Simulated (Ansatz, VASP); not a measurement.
# V in VASP and in Ansatz

```
V
1.0
    -1.51300    1.51300    1.51300
     1.51300   -1.51300    1.51300
     1.51300    1.51300   -1.51300
V
1
Direct
  0.00000 0.00000 0.00000
```

Alike in both runs: task single point; functional PBE; k mesh 6 × 6 × 6; collinear spin.

|  | VASP | Ansatz |
| --- | --- | --- |
| version | VASP 6.6.1 | Ansatz 0.2.0 |
| potentials or method | VASP PAW PBE potentials, release 64 (V_sv), cutoff 500 eV | scalar-relativistic, plane waves, PAW |
| occupations | methfessel-paxton of order 1, width 0.0680285 eV | cold |
| valence electrons in the cell | 13 | 13 |

|  | VASP | Ansatz | Ansatz less VASP |
| --- | --- | --- | --- |
| gap on the k mesh at the Fermi level (eV) | none | none | - |
| pressure (GPa) | -4.0 | -3.8 | +0.12 |
| net moment per atom (μB) | 0.64 | 0.65 | +0.008 |
| size of the moment on the site where the two differ most (μB) | 0.50 | 0.48 | -0.015 |

Site moments also hang on the region over which each program counts them. A gap of «none» marks a metal or a gap that the smearing closes. Ansatz's warnings: stability check not made.

The k mesh is coarse, so the values compare programs but aren't converged.
